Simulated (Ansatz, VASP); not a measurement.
**Cu in VASP and in Ansatz**

The input INCAR:

```
SYSTEM = Cu
PREC = Accurate ; ENCUT = 520
EDIFF = 1E-8 ; ISMEAR = -1
SIGMA = 0.08 ; LREAL = .FALSE.
LASPH = .TRUE. ; NELM = 100
ALGO = Normal ; ISIF = 2
LWAVE = .FALSE. ; LCHARG = .FALSE.
GGA = PS ; LEFG = .TRUE.
NBANDS = 12
```

File KPOINTS:

```
regular mesh
0
G
  19 19 19
  0 0 0
```

Contents of POSCAR:

```
Cu
1.0
    0.0000000000      1.8075000000      1.8436500000
    1.8075000000      0.0000000000      1.8436500000
    1.8075000000      1.8075000000      0.0000000000
Cu
1
Direct
    0.0000000000      0.0000000000      0.0000000000
```

Input for Ansatz:

```yaml
crystal:
  lattice:
    - [0.0, 1.8075, 1.84365]
    - [1.8075, 0.0, 1.84365]
    - [1.8075, 1.8075, 0.0]
  atoms:
    - { symbol: Cu, position: [0.0, 0.0, 0.0] }
kpoints:
  mp_grid: { grid: [19, 19, 19] }
scf:
  occupations: { method: fermi_dirac, width: 0.08 }
hamiltonian:
  xc: pbesol
  pseudopotentials: { kind: all_electron, datasets: crystal }
output:
  forces: true
  stress: true
  eigenvalues: true
  efg: { contact_densities: true }
```

Change from the starting cell: zz strain of +2 %, crystal datasets.

Alike in both runs: task electric field gradients; functional PBEsol; k mesh 19 × 19 × 19; occupations fermi-dirac, width 0.08 eV; no spin polarisation.

|  | VASP | Ansatz |
| --- | --- | --- |
| version | VASP 6.6.1 | Ansatz 0.2.0 |
| potentials or method | VASP PAW PBE potentials, release 64 (Cu), cutoff 520 eV | all-electron PAW with datasets made for the crystal, scalar-relativistic |

Ansatz gave:

* pressure (GPa): -9.0
* traceless stress, the component that is largest in VASP (GPa): -0.65
* size of Vzz on the site where it differs most (V/Å²): 0.1

What did VASP give for the same quantities?

Pressure (GPa): -8.4; traceless stress, the component that is largest in VASP (GPa): -0.63; size of Vzz on the site where it differs most (V/Å²): 0.2.

VASP's potentials were made for PBE, not for PBEsol. Ansatz ran all-electron here, and VASP with PAW potentials.
